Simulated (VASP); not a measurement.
Wanted: the native input for a VASP 6.6.1 run.

* Task: single point
* Functional: PBE
* Potentials or basis: VASP PAW PBE potentials, release 64 (Ta_pv, N)
* Cutoff: 520 eV
* k mesh: 1 × 1 × 7
* Occupations: gaussian, width 0.05 eV
* Spin: no spin polarisation
* Dipole correction: no
* Further INCAR settings: LREAL = Auto; ALGO = Normal; EDIFF = 1e-07; NBANDS = 114

The structure of TaN lies in POSCAR:

```
TaN
1.0
   14.4000000000      0.0000000000      0.0000000000
    0.0000000000     15.5000000000      0.0000000000
    0.0000000000      0.0000000000      8.1054298824
Ta N
12 12
Direct
    0.5712800968      0.5000000000      0.1818386101
    0.4359976150      0.3264958779      0.5134855459
    0.4359976150      0.6735041221      0.5134855459
    0.3412447576      0.5000000000      0.8119420251
    0.4143312345      0.5000000000      0.4931752888
    0.6780544243      0.5000000000      0.8796885646
    0.4043698198      0.3974214593      0.1829275420
    0.5990402855      0.4108094016      0.4976912834
    0.4933184350      0.6051600982      0.8417243437
    0.4043698198      0.6025785407      0.1829275420
    0.5990402855      0.5891905984      0.4976912834
    0.4933184350      0.3948399018      0.8417243437
    0.4362488538      0.5000000000     -0.0045113050
    0.6687599525      0.5000000000      0.3594079979
    0.4181242349      0.3263733971     -0.0159036691
    0.4181242349      0.6736266029      0.9840963309
    0.3338910613      0.5000000000      0.2818118831
    0.5961721315      0.5000000000      0.6904243487
    0.6181548503      0.5878151697      0.9951962156
    0.5213279253      0.3728999147      0.3097788634
    0.3644434431      0.5981042706      0.6615445018
    0.6181548503      0.4121848303      0.9951962156
    0.5213279253      0.6271000853      0.3097788634
    0.3644434431      0.4018957294      0.6615445018
```

These files were run (other wordings do the same):

INCAR

```
ALGO = Normal ; EDIFF = 1E-7
ENCUT = 520 ; GGA = PE
ISIF = 2 ; ISMEAR = 0
LASPH = T ; LCHARG = F
LREAL = Auto ; LWAVE = F
NBANDS = 114 ; NELM = 60
PREC = Accurate ; SIGMA = 0.05
```

KPOINTS

```
k-points
0
Gamma
  1 1 7
```

Potentials or basis: VASP PAW PBE potentials, release 64 (Ta_pv, N).

Command:

```console
$ cat potpaw_PBE.64/Ta_pv/POTCAR potpaw_PBE.64/N/POTCAR > POTCAR
$ mpirun -np 1 vasp_std > vasp.out
```

Results of the run:

The largest force is 0.247 eV/Å. The band gap on the k mesh is zero (filled and empty bands overlap).

Caveat: spin-orbit coupling is left out, which moves the levels of the heavy elements.

Run time: 73 min on 1 thread of Intel Xeon 8259CL, with other jobs on the host, peak memory 1.6 GiB.
